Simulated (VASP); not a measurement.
**Nb: single point with PBE**

The system is Nb.

```xyz
1
Lattice="-1.6548 1.6548 1.6548 1.6548 -1.6548 1.6548 1.6548 1.6548 -1.6548" Properties=species:S:1:pos:R:3 pbc="T T T"
Nb    0.0000    0.0000    0.0000
```

```
Program                : VASP 6.6.1
Task                   : single point
Functional             : PBE
Potentials or basis    : VASP PAW PBE potentials, release 64 (Nb_sv)
Cutoff                 : 520 eV
k mesh                 : 13 × 13 × 13
Occupations            : methfessel-paxton, width 0.3 eV
Spin                   : no spin polarisation
Dipole correction      : no
Further INCAR settings : ALGO = Normal; EDIFF = 1e-07; NBANDS = 12
```

```yaml
Pressure: -0.7 GPa
```

Levels at points of the mesh, in eV from the Fermi level:
```
           k point  band 4  band 5  band 6  band 7  band 8  band 9
(0.00, 0.00, 0.00)  -29.69   -5.94    0.36    0.36    0.36    3.25
```

Wall time 15 s on 1 thread of AMD EPYC 9R14 (Zen 4), with other jobs on the host, peak memory 0.12 GiB.
